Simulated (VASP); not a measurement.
# Si2W (I4/mmm) in VASP: a series of runs

Si2W is run at these levels: PBE; tasks: single point.

Everything below comes from runs of VASP 6.6.1. Logs are shortened: lines on timing, memory, paths and dates and some standing lists are left out, and cuts for length are marked.

**1. The cell of the first run**

The structure is tetragonal, space group I4/mmm (No. 139). The conventional cell has a = 3.229 Å, b = 3.229 Å, c = 7.867 Å, α = 90.00°, β = 90.00°, γ = 90.00°. Within 3.4 Å of Si (site symmetry 4mm) lie 9 Si at 2.60 to 3.23 Å and 5 W at 2.63 Å. Within 3.5 Å of W (site symmetry 4/mmm) lie 10 Si at 2.63 Å and 4 W at 3.23 Å.

**2. Single point, PBE**

INCAR

```
SYSTEM = Si2W
PREC = Accurate ; ENCUT = 520
EDIFF = 1E-6 ; ISMEAR = 0
SIGMA = 0.1 ; LREAL = .False.
LASPH = .True. ; NELM = 60
ALGO = Normal ; ISIF = 2
LWAVE = .False. ; LCHARG = .False.
GGA = PE ; NBANDS = 18
```

KPOINTS

```
Automatic mesh
0
Gamma
  18 18 18
  0 0 0
```

POSCAR

```
Si2W
1.0
   -1.6145179888      1.6145179888      3.9336866682
    1.6145179888     -1.6145179888      3.9336866682
    1.6145179888      1.6145179888     -3.9336866682
Si W
2 1
Direct
    0.3345674081      0.3345674081      0.0000000000
    0.6654325919      0.6654325919      0.0000000000
    0.0000000000      0.0000000000      0.0000000000
```

Potentials or basis: VASP PAW PBE potentials, release 64 (Si, W_sv).

On the command line:

```console
> cat potpaw_PBE.64/Si/POTCAR potpaw_PBE.64/W_sv/POTCAR > POTCAR
> mpirun -np 1 vasp_std > vasp.out
```

OUTCAR:

```text
SYSTEM = Si2W
   PREC = Accurate
   ENCUT = 520
   EDIFF = 1E-6
   ISMEAR = 0
   LREAL = .False.
   LASPH = .True.
   NELM = 60
   ISIF = 2
   GGA = PE

 ion  position               nearest neighbor table
   1  0.335  0.335  0.000-   2 2.60   3 2.63   3 2.63   3 2.63   3 2.63   3 2.63   2 2.64   2 2.64
                             2 2.64   2 2.64
   2  0.665  0.665  0.000-   1 2.60   3 2.63   3 2.63   3 2.63   3 2.63   3 2.63   1 2.64   1 2.64
                             1 2.64   1 2.64
   3  0.000  0.000  0.000-   2 2.63   2 2.63   2 2.63   1 2.63   2 2.63   1 2.63   1 2.63   1 2.63
                             1 2.63   2 2.63

  LATTYP: Found a body centered tetragonal cell.
 ALAT       =     3.2290359776
 C/A-ratio  =     2.4364464784

  Lattice vectors:

 A1 = (  -1.6145179888,   1.6145179888,   3.9336866682)
 A2 = (   1.6145179888,  -1.6145179888,   3.9336866682)
 A3 = (   1.6145179888,   1.6145179888,  -3.9336866682)

Analysis of symmetry for initial positions (statically):
=====================================================================
 Subroutine PRICEL returns:
 Original cell was already a primitive cell.

 Routine SETGRP: Setting up the symmetry group for a
 body centered tetragonal supercell.

 Subroutine GETGRP returns: Found 16 space group operations
 (whereof 16 operations were pure point group operations)
 out of a pool of 16 trial point group operations.

The static configuration has the point symmetry D_4h.

Analysis of symmetry for dynamics (positions and initial velocities):
=====================================================================
 Subroutine PRICEL returns:
 Original cell was already a primitive cell.

 Routine SETGRP: Setting up the symmetry group for a
 body centered tetragonal supercell.

 Subroutine GETGRP returns: Found 16 space group operations
 (whereof 16 operations were pure point group operations)
 out of a pool of 16 trial point group operations.

The dynamic configuration has the point symmetry D_4h.

 Subroutine INISYM returns: Found 16 space group operations
 (whereof 16 operations are pure point group operations),
 and found     1 'primitive' translations

----------------------------------------------------------------------------------------

                                     Primitive cell

  volume of cell :      41.0153

  direct lattice vectors                    reciprocal lattice vectors
    -1.614517989  1.614517989  3.933686668     0.000000000  0.309689953  0.127107226
     1.614517989 -1.614517989  3.933686668     0.309689953  0.000000000  0.127107226
     1.614517989  1.614517989 -3.933686668     0.309689953  0.309689953  0.000000000

  length of vectors
     4.548321391  4.548321391  4.548321391     0.334759785  0.334759785  0.437967732

  position of ions in fractional coordinates (direct lattice)
     0.334567408  0.334567408  0.000000000
     0.665432592  0.665432592  0.000000000
     0.000000000  0.000000000  0.000000000

  ion indices of the primitive-cell ions
   primitive index   ion index
                 1           1
                 2           2
                 3           3

----------------------------------------------------------------------------------------

 KPOINTS: Automatic mesh

Automatic generation of k-mesh.
 Grid dimensions read from file:
 generate k-points for:   18   18   18

 Generating k-lattice:

  Cartesian coordinates                     Fractional coordinates (reciprocal lattice)
     0.000000000  0.017204997  0.007061513     0.055555556 -0.000000000  0.000000000
     0.017204997  0.000000000  0.007061513    -0.000000000  0.055555556  0.000000000
     0.017204997  0.017204997  0.000000000     0.000000000  0.000000000  0.055555556

  Length of vectors
     0.018597766  0.018597766  0.024331541

  Shift w.r.t. Gamma in fractional coordinates (k-lattice)
     0.000000000  0.000000000  0.000000000

 Subroutine IBZKPT returns following result:
 ===========================================

 Found    480 irreducible k-points:

 Following reciprocal coordinates:
            Coordinates               Weight
  0.000000  0.000000  0.000000      1.000000
  0.055556 -0.000000  0.000000      8.000000
  0.111111 -0.000000  0.000000      8.000000
  0.166667 -0.000000  0.000000      8.000000
  0.222222 -0.000000  0.000000      8.000000
  0.277778 -0.000000  0.000000      8.000000
[... 16 lines left out ...]
 -0.277778  0.055556 -0.000000     16.000000
 -0.222222  0.055556  0.000000     16.000000
 [... further k-points ...]
   k-points           NKPTS =    480   k-points in BZ     NKDIM =    480   number of bands    NBANDS=     18
   number of dos      NEDOS =    301   number of ions     NIONS =      3
   total plane-waves  NPLWV =  46656
   dimension x,y,z NGX =    36 NGY =   36 NGZ =   36
   dimension x,y,z NGXF=    72 NGYF=   72 NGZF=   72
   ions per type =               2   1
   NGX,Y,Z   is equivalent  to a cutoff of  13.16, 13.16, 13.16 a.u.
   NGXF,Y,Z  is equivalent  to a cutoff of  26.32, 26.32, 26.32 a.u.
 SYSTEM =  Si2W
   PREC   = accura    normal or accurate (medium, high low for compatibility)
   ISTART =      0    job   : 0-new  1-cont  2-samecut
   ICHARG =      2    charge: 1-file 2-atom 10-const
   ISPIN  =      1    spin polarized calculation?
   LNONCOLLINEAR =      F non collinear calculations
   LSORBIT =      F    spin-orbit coupling
   LASPH  =      T    aspherical Exc in radial PAW
   ENCUT  =  520.0 eV  38.22 Ry    6.18 a.u.   8.46  8.46  8.46*2*pi/ulx,y,z
   NELM   =     60;   NELMIN=  2; NELMDL= -5     # of ELM steps
   EDIFF  = 0.1E-05   stopping-criterion for ELM
   LREAL  =      F    real-space projection
   EDIFFG = 0.1E-04   stopping-criterion for IOM
   NSW    =      0    number of steps for IOM
   IBRION =     -1    ionic relax: 0-MD 1-quasi-New 2-CG
   NFREE  =      0    steps in history (QN), initial steepest desc. (CG)
   ISIF   =      2    stress and relaxation
   ISYM   =      2    0-nonsym 1-usesym 2-fastsym
   POTIM  = 0.5000    time-step for ionic-motion
   TEBEG  =    0.0;   TEEND  =   0.0 temperature during run
   PSTRESS=    0.0 pullay stress
   NELECT =      22.0000    total number of electrons
   NUPDOWN=      -1.0000    fix difference up-down
   EMIN   =  10.00;   EMAX   =-10.00  energy-range for DOS
   EFERMI =   0.00;   METHOD = LEGACY
   ISMEAR =     0;   SIGMA  =   0.10  broadening in eV -4-tet -1-fermi 0-gaus
   EFERMI_NEDOS =   21; number of points for ismear=-14 and -15
   IALGO  =     38    algorithm
   IMIX   =      4    mixing-type and parameters
     AMIX     =   0.40;   BMIX     =  1.00
     AMIX_MAG =   1.60;   BMIX_MAG =  1.00
  volume/ion in A,a.u.               =      13.67        92.26
  Fermi-wavevector in a.u.,A,eV,Ry     =   1.330150  2.513619 24.072767  1.769298
  Thomas-Fermi vector in A             =   2.459258
   LORBIT       =      0    0 simple, 1 ext, 2 COOP (PROOUT), +10 PAW based schemes
   GGA     = PE    functional components
   LHFCALC =     F    Hartree Fock is set to
   AEXX    =    0.0000 exact exchange contribution
   IVDW    =     0    specifies the selected vdW correction
   LEPSILON=     F    determine dielectric tensor
   LRPA    =     F    only Hartree local field effects (RPA)
 non-spin polarized calculation
 Gauss-broadening in eV      SIGMA  =   0.10
  energy-cutoff  :      520.00
  volume of cell :       41.02
 maximum number of plane-waves:      1134
 NGX is ok and might be reduce to    36
   NGX = 17   NGY = 17   NGZ = 17

 number of electron      22.0000000 magnetization

 Free energy of the ion-electron system (eV)
  ---------------------------------------------------
  ext. energy  EPLUGINS =         0.00000000
  ---------------------------------------------------
  free energy    TOTEN  =       -24.81573236 eV

  energy without entropy =      -24.81482624  energy(sigma->0) =      -24.81527930

 E-fermi :  11.7581     XC(G=0): -12.4608

 val. band max:       11.7381601695   @ k =  -0.3889   0.5000   0.3333
 cond. band min:      11.7954010328   @ k =  -0.3889  -0.4444   0.3889
 fundamental gap:      0.0572408634
 Fermi energy:        11.7581022395

 k-point     1 :       0.0000    0.0000    0.0000
  band No.  band energies     occupation
      1     -62.1267      2.00000
      2     -26.3739      2.00000
      3     -26.3602      2.00000
      4     -26.3602      2.00000
      5      -2.2033      2.00000
      6       4.9981      2.00000
[... 10 lines left out ...]
     17      17.3546      0.00000
     18      17.3546      0.00000

 k-point     2 :       0.0556   -0.0000    0.0000
  band No.  band energies     occupation
      1     -62.1265      2.00000
      2     -26.3734      2.00000
      3     -26.3665      2.00000
      4     -26.3597      2.00000
      5      -2.1450      2.00000
      6       5.0013      2.00000
[... 10 lines left out ...]
     17      17.3585      0.00000
     18      17.5812      0.00000

 k-point     3 :       0.1111   -0.0000    0.0000
  band No.  band energies     occupation
      1     -62.1259      2.00000
      2     -26.3846      2.00000
      3     -26.3721      2.00000
      4     -26.3580      2.00000
      5      -1.9714      2.00000
      6       5.0014      2.00000
[... 10 lines left out ...]
     17      17.4136      0.00000
     18      18.1363      0.00000

 k-point     4 :       0.1667   -0.0000    0.0000
  band No.  band energies     occupation
      1     -62.1250      2.00000
      2     -26.4121      2.00000
      3     -26.3700      2.00000
      4     -26.3555      2.00000
      5      -1.6862      2.00000
      6       4.9641      2.00000
[... 10 lines left out ...]
     17      17.6922      0.00000
     18      18.9050      0.00000

 k-point     5 :       0.2222   -0.0000    0.0000
  band No.  band energies     occupation
      1     -62.1239      2.00000
      2     -26.4457      2.00000
      3     -26.3675      2.00000
      4     -26.3524      2.00000
      5      -1.2956      2.00000
      6       4.8193      2.00000
[... 10 lines left out ...]
     17      18.2942      0.00000
     18      19.8316      0.00000

 k-point     6 :       0.2778   -0.0000    0.0000
  band No.  band energies     occupation
      1     -62.1226      2.00000
      2     -26.4812      2.00000
      3     -26.3647      2.00000
      4     -26.3492      2.00000
      5      -0.8078      2.00000
      6       4.4880      2.00000
[... 10 lines left out ...]
     17      18.8458      0.00000
     18      20.4824      0.00000

 k-point     7 :       0.3333   -0.0000    0.0000
  band No.  band energies     occupation
      1     -62.1215      2.00000
      2     -26.5143      2.00000
      3     -26.3622      2.00000
      4     -26.3461      2.00000
      5      -0.2335      2.00000
      6       3.9695      2.00000
[... 10 lines left out ...]
     17      18.8440      0.00000
     18      20.4215      0.00000

 k-point     8 :       0.3889   -0.0000    0.0000
  band No.  band energies     occupation
      1     -62.1205      2.00000
      2     -26.5412      2.00000
      3     -26.3601      2.00000
      4     -26.3436      2.00000
      5       0.4137      2.00000
      6       3.3249      2.00000
[... 10 lines left out ...]
     17      18.5957      0.00000
     18      19.3998      0.00000
[... 229 lines left out ...]
     17      18.5467      0.00000
     18      18.6822      0.00000

 k-point    20 :      -0.4444    0.0556   -0.0000
  band No.  band energies     occupation
      1     -62.1197      2.00000
      2     -26.5578      2.00000
      3     -26.3579      2.00000
      4     -26.3479      2.00000
      5       1.0621      2.00000
      6       2.7255      2.00000
[... 10 lines left out ...]
     17      18.6503      0.00000
     18      19.1890      0.00000

 k-point    21 :      -0.3889    0.0556   -0.0000
  band No.  band energies     occupation
      1     -62.1203      2.00000
      2     -26.5403      2.00000
      3     -26.3591      2.00000
      4     -26.3495      2.00000
      5       0.3649      2.00000
      6       3.4436      2.00000
[... 10 lines left out ...]
     17      18.8093      0.00000
     18      20.0838      0.00000

 k-point    22 :      -0.3333    0.0556   -0.0000
  band No.  band energies     occupation
      1     -62.1213      2.00000
      2     -26.5135      2.00000
      3     -26.3610      2.00000
      4     -26.3521      2.00000
      5      -0.2727      2.00000
      6       4.1170      2.00000
[... 10 lines left out ...]
     17      18.9669      0.00000
     18      19.8989      0.00000

 k-point    23 :      -0.2778    0.0556   -0.0000
  band No.  band energies     occupation
      1     -62.1224      2.00000
      2     -26.4804      2.00000
      3     -26.3635      2.00000
      4     -26.3552      2.00000
      5      -0.8340      2.00000
      6       4.7014      2.00000
[... 10 lines left out ...]
     17      18.6497      0.00000
     18      19.7634      0.00000

 k-point    24 :      -0.2222    0.0556    0.0000
  band No.  band energies     occupation
      1     -62.1237      2.00000
      2     -26.4449      2.00000
      3     -26.3663      2.00000
      4     -26.3585      2.00000
      5      -1.3067      2.00000
      6       5.0923      2.00000
[... 10 lines left out ...]
     17      17.9601      0.00000
     18      19.8894      0.00000

 [... further k-points ...]

------------------------ aborting loop because EDIFF is reached ----------------------------------------

  FORCE on cell =-STRESS in cart. coord.  units (eV):
  Direction    XX          YY          ZZ          XY          YZ          ZX
  --------------------------------------------------------------------------------------
  -------------------------------------------------------------------------------------
  Total        0.0233005      0.0233005     -0.0009001      0.0000000      0.0000000      0.0000000
  in kB        0.9101873      0.9101873     -0.0351620      0.0000000      0.0000000      0.0000000
  external PRESSURE =       0.5950708 kB  Pullay stress =       0.0000000 kB

 VOLUME and BASIS-vectors are now :
 -----------------------------------------------------------------------------
  energy-cutoff  :      520.00
  volume of cell :       41.02
      direct lattice vectors                 reciprocal lattice vectors
    -1.614517989  1.614517989  3.933686668     0.000000000  0.309689953  0.127107226
     1.614517989 -1.614517989  3.933686668     0.309689953  0.000000000  0.127107226
     1.614517989  1.614517989 -3.933686668     0.309689953  0.309689953  0.000000000

 POSITION                                       TOTAL-FORCE (eV/Angst)
 -----------------------------------------------------------------------------------
      0.00000      0.00000      2.63217         0.000000      0.000000     -0.002744
      0.00000      0.00000      5.23521         0.000000      0.000000      0.002744
      0.00000      0.00000      0.00000        -0.000000     -0.000000     -0.000000
 -----------------------------------------------------------------------------------
    total drift:                               -0.000000      0.000000      0.000000

  FREE ENERGIE OF THE ION-ELECTRON SYSTEM (eV)
  ---------------------------------------------------
  free  energy   TOTEN  =       -24.8157323575 eV

  energy  without entropy=      -24.8148262428  energy(sigma->0) =      -24.81527930
```

Run time: 2.9 min. Hardware: 1 thread of Intel Xeon 6975P-C (Granite Rapids), shared host; peak memory 0.46 GiB.

What came out:

- Free energy: -24.8157 eV
- Pressure: 0.1 GPa
- Band gap on the k mesh: zero (bands 11 and 12 overlap by 1.25 eV)

Forces in eV/Å, atoms in the order of the input:
```
Si   0.000  0.000 -0.003
Si   0.000  0.000  0.003
W    0.000  0.000  0.000
```

Caveat: spin-orbit coupling is left out, which moves the levels of the heavy elements.

(Part 1 of 2 ends here.)

The gap in the log of VASP goes by the Fermi energy; the results here count the filled bands.